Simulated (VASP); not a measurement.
# Sc (P6_3/mmc) in VASP: notebook

Runs on Sc. Level: PBE. Tasks: relaxation of cell and atoms, single point.

Everything below comes from runs of VASP 6.6.1. Logs are shortened: lines on timing, memory, paths and dates and some standing lists are left out, and cuts for length are marked.

### 1 The cell of the first run

Symmetry: P6_3/mmc, No. 194, hexagonal system. The conventional cell has a = 3.576 Å, b = 3.576 Å, c = 9.739 Å, α = 90.00°, β = 90.00°, γ = 120.00°. Sc (site symmetry -6m2) has 3 Sc at 2.06 Å within 2.7 Å. Sc (site symmetry -6m2) has 3 Sc at 2.06 Å within 2.7 Å.

### 2 Relaxation of cell and atoms, PBE

Input file INCAR:

```
ALGO = Normal
EDIFF = 1E-6
EDIFFG = -0.04
ENCUT = 600
GGA = PE
IBRION = 2
ISIF = 3
ISMEAR = 0
LASPH = True
LCHARG = False
LREAL = False
LWAVE = False
NELM = 100
NSW = 90
PREC = Accurate
SIGMA = 0.1
```

Input file KPOINTS:

```
k-points
0
Gamma
  6 6 2
```

Input file POSCAR:

```
Sc
1.0
    3.5758864841      0.0000000000      0.0000000000
   -1.7879432421      3.0968085363      0.0000000000
    0.0000000000      0.0000000000      9.7392030258
Sc
4
Direct
    0.0000000000      0.0000000000      0.2500000000
    0.0000000000      0.0000000000      0.7500000000
    0.3333333333      0.6666666667      0.7500000000
    0.6666666667      0.3333333333      0.2500000000
```

Potentials or basis: VASP PAW PBE potentials, release 64 (Sc_sv).

On the command line:

```
cat potpaw_PBE.64/Sc_sv/POTCAR > POTCAR
mpirun -np 1 vasp_std > vasp.out
```

OUTCAR:

```text
EDIFF = 1E-6
   EDIFFG = -0.04
   ENCUT = 600
   GGA = PE
   IBRION = 2
   ISIF = 3
   ISMEAR = 0
   LASPH = True
   LREAL = False
   NELM = 100
   NSW = 90
   PREC = Accurate

 ion  position               nearest neighbor table
   1  0.000  0.000  0.250-   4 2.06   4 2.06   4 2.06
   2  0.000  0.000  0.750-   3 2.06   3 2.06   3 2.06
   3  0.333  0.667  0.750-   2 2.06   2 2.06   2 2.06
   4  0.667  0.333  0.250-   1 2.06   1 2.06   1 2.06

  LATTYP: Found a hexagonal cell.
 ALAT       =     3.5758864841
 C/A-ratio  =     2.7235772358

  Lattice vectors:

 A1 = (   3.5758864841,   0.0000000000,   0.0000000000)
 A2 = (  -1.7879432421,   3.0968085363,   0.0000000000)
 A3 = (   0.0000000000,   0.0000000000,   9.7392030258)

Analysis of symmetry for initial positions (statically):
=====================================================================
 Subroutine PRICEL returns:
 Original cell was already a primitive cell.

 Routine SETGRP: Setting up the symmetry group for a
 hexagonal supercell.

 Subroutine GETGRP returns: Found 24 space group operations
 (whereof 12 operations were pure point group operations)
 out of a pool of 24 trial point group operations.

The static configuration has the point symmetry D_3d.
 The point group associated with its full space group is D_6h.

Analysis of symmetry for dynamics (positions and initial velocities):
=====================================================================
 Subroutine PRICEL returns:
 Original cell was already a primitive cell.

 Routine SETGRP: Setting up the symmetry group for a
 hexagonal supercell.

 Subroutine GETGRP returns: Found 24 space group operations
 (whereof 12 operations were pure point group operations)
 out of a pool of 24 trial point group operations.

The dynamic configuration has the point symmetry D_3d.
 The point group associated with its full space group is D_6h.

 Subroutine INISYM returns: Found 24 space group operations
 (whereof 12 operations are pure point group operations),
 and found     1 'primitive' translations

----------------------------------------------------------------------------------------

                                     Primitive cell

  volume of cell :     107.8503

  direct lattice vectors                    reciprocal lattice vectors
     3.575886484  0.000000000  0.000000000     0.279650935  0.161456543  0.000000000
    -1.787943242  3.096808536  0.000000000     0.000000000  0.322913086  0.000000000
     0.000000000  0.000000000  9.739203026     0.000000000  0.000000000  0.102677806

  length of vectors
     3.575886484  3.575886484  9.739203026     0.322913086  0.322913086  0.102677806

  position of ions in fractional coordinates (direct lattice)
     0.000000000  0.000000000  0.250000000
     0.000000000  0.000000000  0.750000000
     0.333333333  0.666666667  0.750000000
     0.666666667  0.333333333  0.250000000

  ion indices of the primitive-cell ions
   primitive index   ion index
                 1           1
                 2           2
                 3           3
                 4           4

----------------------------------------------------------------------------------------

 KPOINTS: k-points

Automatic generation of k-mesh.
 Grid dimensions read from file:
 generate k-points for:    6    6    2

 Generating k-lattice:

  Cartesian coordinates                     Fractional coordinates (reciprocal lattice)
     0.046608489  0.026909424  0.000000000     0.166666667  0.000000000  0.000000000
     0.000000000  0.053818848  0.000000000     0.000000000  0.166666667  0.000000000
     0.000000000  0.000000000  0.051338903     0.000000000  0.000000000  0.500000000

  Length of vectors
     0.053818848  0.053818848  0.051338903

  Shift w.r.t. Gamma in fractional coordinates (k-lattice)
     0.000000000  0.000000000  0.000000000

 Subroutine IBZKPT returns following result:
 ===========================================

 Found     14 irreducible k-points:

 Following reciprocal coordinates:
            Coordinates               Weight
  0.000000  0.000000  0.000000      1.000000
  0.166667  0.000000  0.000000      6.000000
  0.333333  0.000000  0.000000      6.000000
  0.500000  0.000000  0.000000      3.000000
  0.166667  0.166667  0.000000      6.000000
  0.333333  0.166667  0.000000     12.000000
  0.333333  0.333333  0.000000      2.000000
  0.000000  0.000000  0.500000      1.000000
  0.166667  0.000000  0.500000      6.000000
  0.333333  0.000000  0.500000      6.000000
  0.500000  0.000000  0.500000      3.000000
  0.166667  0.166667  0.500000      6.000000
  0.333333  0.166667  0.500000     12.000000
  0.333333  0.333333  0.500000      2.000000
   k-points           NKPTS =     14   k-points in BZ     NKDIM =     14   number of bands    NBANDS=     26
   number of dos      NEDOS =    301   number of ions     NIONS =      4
   total plane-waves  NPLWV =  72000
   dimension x,y,z NGX =    30 NGY =   30 NGZ =   80
   dimension x,y,z NGXF=    60 NGYF=   60 NGZF=  160
   ions per type =               4
   NGX,Y,Z   is equivalent  to a cutoff of  13.95, 13.95, 13.66 a.u.
   NGXF,Y,Z  is equivalent  to a cutoff of  27.89, 27.89, 27.31 a.u.
 SYSTEM =  unknown system
   PREC   = accura    normal or accurate (medium, high low for compatibility)
   ISTART =      0    job   : 0-new  1-cont  2-samecut
   ICHARG =      2    charge: 1-file 2-atom 10-const
   ISPIN  =      1    spin polarized calculation?
   LNONCOLLINEAR =      F non collinear calculations
   LSORBIT =      F    spin-orbit coupling
   LASPH  =      T    aspherical Exc in radial PAW
   ENCUT  =  600.0 eV  44.10 Ry    6.64 a.u.   7.14  7.14 19.45*2*pi/ulx,y,z
   NELM   =    100;   NELMIN=  2; NELMDL= -5     # of ELM steps
   EDIFF  = 0.1E-05   stopping-criterion for ELM
   LREAL  =      F    real-space projection
   EDIFFG = -.4E-01   stopping-criterion for IOM
   NSW    =     90    number of steps for IOM
   IBRION =      2    ionic relax: 0-MD 1-quasi-New 2-CG
   NFREE  =      1    steps in history (QN), initial steepest desc. (CG)
   ISIF   =      3    stress and relaxation
   ISYM   =      2    0-nonsym 1-usesym 2-fastsym
   POTIM  = 0.5000    time-step for ionic-motion
   TEBEG  =    0.0;   TEEND  =   0.0 temperature during run
   PSTRESS=    0.0 pullay stress
   NELECT =      44.0000    total number of electrons
   NUPDOWN=      -1.0000    fix difference up-down
   EMIN   =  10.00;   EMAX   =-10.00  energy-range for DOS
   EFERMI =   0.00;   METHOD = LEGACY
   ISMEAR =     0;   SIGMA  =   0.10  broadening in eV -4-tet -1-fermi 0-gaus
   EFERMI_NEDOS =   21; number of points for ismear=-14 and -15
   IALGO  =     38    algorithm
   IMIX   =      4    mixing-type and parameters
     AMIX     =   0.40;   BMIX     =  1.00
     AMIX_MAG =   1.60;   BMIX_MAG =  1.00
  volume/ion in A,a.u.               =      26.96       181.95
  Fermi-wavevector in a.u.,A,eV,Ry     =   1.214186  2.294479 20.058357  1.474248
  Thomas-Fermi vector in A             =   2.349614
   LORBIT       =      0    0 simple, 1 ext, 2 COOP (PROOUT), +10 PAW based schemes
   GGA     = PE    functional components
   LHFCALC =     F    Hartree Fock is set to
   AEXX    =    0.0000 exact exchange contribution
   IVDW    =     0    specifies the selected vdW correction
   LEPSILON=     F    determine dielectric tensor
   LRPA    =     F    only Hartree local field effects (RPA)
 conjugate gradient relaxation of ions
 non-spin polarized calculation
 Gauss-broadening in eV      SIGMA  =   0.10
  energy-cutoff  :      600.00
  volume of cell :      107.85
 maximum number of plane-waves:      3632
 NGX is ok and might be reduce to    30

--------------------------------------- Ionic step        1  -------------------------------------------

 number of electron      43.9999996 magnetization

 Free energy of the ion-electron system (eV)
  ---------------------------------------------------
  ext. energy  EPLUGINS =         0.00000000
  ---------------------------------------------------
  free energy    TOTEN  =        -8.91055621 eV

  energy without entropy =       -8.86275416  energy(sigma->0) =       -8.88665518

------------------------ aborting loop because EDIFF is reached ----------------------------------------

  FORCE on cell =-STRESS in cart. coord.  units (eV):
  Direction    XX          YY          ZZ          XY          YZ          ZX
  --------------------------------------------------------------------------------------
  -------------------------------------------------------------------------------------
  Total       21.8057787     21.8057787     -4.4497043     -0.0000000      0.0000000     -0.0000000
  in kB      323.9370954    323.9370954    -66.1028570     -0.0000000      0.0000000     -0.0000000
  external PRESSURE =     193.9237780 kB  Pullay stress =       0.0000000 kB
[... 95 lines left out ...]
  FREE ENERGIE OF THE ION-ELECTRON SYSTEM (eV)
  ---------------------------------------------------
  free  energy   TOTEN  =       -15.9617687353 eV

  energy  without entropy=      -15.8895035963  energy(sigma->0) =      -15.92563617

 E-fermi :  -0.1734     XC(G=0):  -6.5768

 val. band max:       -0.1782660319   @ k =   0.3333   0.1667   0.0000
 cond. band min:      -0.1629249104   @ k =   0.3333   0.0000   0.0000
 fundamental gap:      0.0153411216
 Fermi energy:        -0.1733925326

 k-point     1 :       0.0000    0.0000    0.0000
  band No.  band energies     occupation
      1     -51.0269      2.00000
      2     -51.0266      2.00000
      3     -50.9017      2.00000
      4     -50.9015      2.00000
      5     -29.8165      2.00000
      6     -29.8158      2.00000
[... 395 lines left out ...]
     25      -0.0271      0.03859
     26      -0.0257      0.03671

 E-fermi :   3.8064     XC(G=0): -10.1194

 val. band max:        3.7408802586   @ k =   0.3333   0.0000   0.5000
 cond. band min:       3.8067641067   @ k =   0.1667   0.1667   0.0000
 fundamental gap:      0.0658838481
 Fermi energy:         3.8063891721

 k-point     1 :       0.0000    0.0000    0.0000
  band No.  band energies     occupation
      1     -48.2676      2.00000
      2     -45.7448      2.00000
      3     -45.7276      2.00000
      4     -41.3168      2.00000
      5     -32.1453      2.00000
      6     -25.0784      2.00000
[... 395 lines left out ...]
     25       5.3688      0.00000
     26       5.3688      0.00000

 E-fermi :   3.3003     XC(G=0):  -9.6479

 val. band max:        3.2294063852   @ k =   0.3333   0.3333   0.0000
 cond. band min:       3.3243567400   @ k =   0.0000   0.0000   0.0000
 fundamental gap:      0.0949503548
 Fermi energy:         3.3003381904

 k-point     1 :       0.0000    0.0000    0.0000
  band No.  band energies     occupation
      1     -46.5335      2.00000
      2     -46.5201      2.00000
      3     -45.4623      2.00000
      4     -44.6650      2.00000
      5     -25.5826      2.00000
      6     -25.2319      2.00000
[... 395 lines left out ...]
     25       4.6714      0.00000
     26       4.6714      0.00000

[... ionic steps 4 to 12 ...]

--------------------------------------- Ionic step       13  -------------------------------------------

 number of electron      43.9999997 magnetization

------------------------ aborting loop because EDIFF is reached ----------------------------------------
[... 71 lines left out ...]
--------------------------------------- Ionic step       15  -------------------------------------------

 number of electron      43.9999973 magnetization

 Free energy of the ion-electron system (eV)
  ---------------------------------------------------
  ext. energy  EPLUGINS =         0.00000000
  ---------------------------------------------------
  free energy    TOTEN  =       -21.56802217 eV

  energy without entropy =      -21.54464552  energy(sigma->0) =      -21.55633384

 E-fermi :   2.9385     XC(G=0):  -9.3658

 val. band max:        2.8811921736   @ k =   0.3333   0.3333   0.0000
 cond. band min:       2.9631818398   @ k =   0.1667   0.0000   0.0000
 fundamental gap:      0.0819896662
 Fermi energy:         2.9385305047

 k-point     1 :       0.0000    0.0000    0.0000
  band No.  band energies     occupation
      1     -47.0716      2.00000
      2     -47.0627      2.00000
      3     -45.9308      2.00000
      4     -45.3310      2.00000
      5     -25.7799      2.00000
      6     -25.7471      2.00000
[... 426 lines left out ...]
  FREE ENERGIE OF THE ION-ELECTRON SYSTEM (eV)
  ---------------------------------------------------
  free  energy   TOTEN  =       -21.5680221665 eV

  energy  without entropy=      -21.5446455167  energy(sigma->0) =      -21.55633384

 reached required accuracy - stopping structural energy minimisation
```

Wall time 9.5 min (1 thread of AMD EPYC 9R45 (Zen 5), shared host); peak memory 0.25 GiB.

What came out:

```yaml
Free_energy: -21.5680 eV
Relaxed_volume: 26.99 Å³/atom
Relaxed_cell: a = 5.141 Å, b = 5.141 Å, c = 4.717 Å, α = 90.00°, β = 90.00°, γ = 120.00°
Space_group_after_relaxing_to_0.1_Å: P6_3/mmc (No. 194)
Pressure_after_relaxing: 0.0 GPa
Band_gap_on_the_k_mesh: zero (bands 22 and 23 overlap by 0.03 eV)
```

Final structure:
```xyz
4
Lattice="5.1410 0.0000 0.0000 -2.5705 4.4522 0.0000 0.0000 0.0000 4.7171" Properties=species:S:1:pos:R:3 pbc="T T T"
Sc    0.0000    0.0000    1.1793
Sc    0.0000    0.0000    3.5378
Sc    0.0000    2.9681    3.5378
Sc    2.5705    1.4841    1.1793
```

Levels at points of the mesh, in eV from the Fermi level:
```csv
k point,band 19,band 20,band 21,band 22,band 23,band 24,band 25,band 26
"(0.00, 0.00, 0.00)",-0.59,-0.43,-0.25,0.06,0.06,0.22,0.22,1.03
"(0.50, 0.00, 0.00)",-1.12,-1.04,-0.87,-0.09,0.27,0.56,0.81,0.88
"(0.00, 0.00, 0.50)",-0.31,-0.31,-0.31,-0.31,1.00,1.00,1.00,1.00
"(0.50, 0.00, 0.50)",-0.99,-0.99,-0.14,-0.14,0.10,0.10,0.60,0.60
```

Caveat: a cell axis changed by over 15 % at a fixed basis, so the end point is rough.

### 3 Relaxation of cell and atoms, PBE

This run uses another cell than the first one, of the same volume but with other edges.

Input file INCAR:

```
SYSTEM = Sc
ALGO = Normal ; EDIFF = 1E-7
EDIFFG = -0.04 ; ENCUT = 600
GGA = PE ; IBRION = 2
ISIF = 3 ; ISMEAR = 0
LASPH = .True. ; LCHARG = .False.
LREAL = .False. ; LWAVE = .False.
NELM = 100 ; NSW = 90
PREC = Accurate ; SIGMA = 0.1
```

Input file KPOINTS:

```
k-points
0
Gamma
  6 6 4
  0 0 0
```

Input file POSCAR:

```
Sc
1.0
    5.1489875487      0.0000000000      0.0000000000
   -2.5744937744      4.4591540210      0.0000000000
    0.0000000000      0.0000000000      4.7027813284
Sc
4
Direct
    0.0000000000      0.0000000000      0.2500000000
    0.0000000000      0.0000000000      0.7500000000
    0.3333333333      0.6666666667      0.7500000000
    0.6666666667      0.3333333333      0.2500000000
```

Potentials or basis: VASP PAW PBE potentials, release 64 (Sc_sv).

On the command line:

```
cat potpaw_PBE.64/Sc_sv/POTCAR > POTCAR
mpirun -np 1 vasp_std > vasp.out
```

Run time: 1.9 min. Hardware: 1 thread of AMD EPYC 9R45 (Zen 5), shared host; peak memory 0.25 GiB.

It converged, with:

```yaml
Free_energy: -21.4643 eV
Relaxed_volume: 27.54 Å³/atom
Relaxed_cell: a = 5.101 Å, b = 5.101 Å, c = 4.889 Å, α = 90.00°, β = 90.00°, γ = 120.00°
Space_group_after_relaxing_to_0.1_Å: P6_3/mmc (No. 194)
Energy_gained_by_relaxing: 13.7 meV/atom
Ionic_steps: 3
Pressure_after_relaxing: 0.0 GPa
Band_gap_on_the_k_mesh: zero (bands 22 and 23 overlap by 0.08 eV)
```

The path:
```tsv
step	energy change (eV)	largest force (eV/Å)	pressure (GPa)	volume (Å³)
1	0.0000	0.0000	0.65	107.98
2	-0.0521	0.0000	0.15	109.66
3	-0.0549	0.0000	0.01	110.15
```

Final structure:
```
Sc
1.0
     5.10057    0.00000    0.00000
    -2.55028    4.41722    0.00000
     0.00000    0.00000    4.88910
Sc
4
Direct
  0.00000 0.00000 0.25000
  0.00000 0.00000 0.75000
  0.33333 0.66667 0.75000
  0.66667 0.33333 0.25000
```

Levels at points of the mesh, in eV from the Fermi level:
```tsv
k point	band 20	band 21	band 22	band 23	band 24	band 25
(0.00, 0.00, 0.00)	-0.54	-0.48	0.09	0.09	0.24	0.24
(0.50, 0.00, 0.00)	-1.11	-0.98	-0.23	0.23	0.43	0.77
(0.00, 0.00, 0.50)	-0.31	-0.31	-0.31	0.91	0.91	0.91
(0.50, 0.00, 0.50)	-1.06	-0.19	-0.19	0.01	0.01	0.53
```

### 4 Single point, PBE

This run uses another cell than the first one, of 27.48 Å³/atom.

Input file INCAR:

```
SYSTEM = Sc
ALGO     = Fast           ! electronic algorithm
EDIFF    = 1E-6           ! SCF threshold, eV
ENCUT    = 520            ! plane-wave cutoff, eV
GGA      = PE             ! functional
ISIF     = 2              ! what is computed and relaxed
ISMEAR   = 0              ! smearing method
LASPH    = .True.         ! aspherical terms in the spheres
LCHARG   = .False.        ! write CHGCAR
LREAL    = .False.        ! projectors in reciprocal space
LWAVE    = .False.        ! write WAVECAR
NBANDS   = 30             ! bands
NELM     = 60             ! most SCF steps
PREC     = Accurate       ! precision mode
SIGMA    = 0.1            ! smearing width, eV
```

Input file KPOINTS:

```
k-points
0
Gamma
  12 12 10
  0 0 0
```

Input file POSCAR:

```
Sc
1.0
    5.1007806516      0.0000000000      0.0000000000
   -2.5503903258      4.4174056234      0.0000000000
    0.0000000000      0.0000000000      4.8786179464
Sc
4
Direct
    0.0000000000      0.0000000000      0.2500000000
    0.0000000000      0.0000000000      0.7500000000
    0.3333333333      0.6666666667      0.7500000000
    0.6666666667      0.3333333333      0.2500000000
```

On the command line:

```
cat potpaw_PBE.64/Sc_sv/POTCAR > POTCAR
mpirun -np 1 vasp_std > vasp.out
```

Run time: 5.2 min. Hardware: 1 thread of AMD EPYC 9R45 (Zen 5), shared host; peak memory 0.39 GiB.

The run converged. Its results:

```yaml
Free_energy: -21.4459 eV
Pressure: 0.1 GPa
Band_gap_on_the_k_mesh: zero (bands 22 and 23 overlap by 0.25 eV)
```

Stress tensor (GPa, compression positive):
```
0.04 0.00 0.00
0.00 0.04 0.00
0.00 0.00 0.20
```

Levels at points of the mesh, in eV from the Fermi level:
```csv
k point,band 18,band 19,band 20,band 21,band 22,band 23,band 24,band 25,band 26,band 27
"(0.00, 0.00, 0.00)",-0.62,-0.62,-0.54,-0.44,0.09,0.09,0.24,0.24,1.02,1.02
"(0.50, 0.00, 0.00)",-2.36,-1.12,-1.09,-0.96,-0.19,0.24,0.44,0.77,0.79,0.87
"(0.00, 0.00, 0.50)",-2.89,-0.30,-0.30,-0.30,-0.30,0.93,0.93,0.93,0.93,1.57
"(0.50, 0.00, 0.50)",-1.68,-1.05,-1.05,-0.18,-0.18,0.02,0.02,0.54,0.54,1.55
```

### 5 Overview

| task | cell | k mesh | cutoff (eV) | gap on the mesh (eV) | pressure (GPa) | relaxed volume (Å³/atom) |
| --- | --- | --- | --- | --- | --- | --- |
| relaxation of cell and atoms | relaxed from a = 3.576, b = 3.576, c = 9.739 Å, angles 90.0, 90.0, 120.0°, 4 atoms | 6 × 6 × 2 | 600 | none | 0.0 | 26.99 |
| relaxation of cell and atoms | relaxed from a = 5.149, b = 5.149, c = 4.703 Å, angles 90.0, 90.0, 120.0°, 4 atoms | 6 × 6 × 4 | 600 | none | 0.0 | 27.54 |
| single point | a = 5.101, b = 5.101, c = 4.879 Å, angles 90.0, 90.0, 120.0°, 4 atoms | 12 × 12 × 10 | 520 | none | 0.1 | - |

Alike in all rows: level PBE; potentials or basis VASP PAW PBE potentials, release 64 (Sc_sv); no spin polarisation; smearing gaussian 0.1 eV.

Caveats: a cell axis changed by over 15 % at a fixed basis, so the end point is rough (at least some runs).

Total energies depend on the potentials used, so only differences within one code and one set of settings carry meaning.

The gap in the log of VASP goes by the Fermi energy; the results here count the filled bands.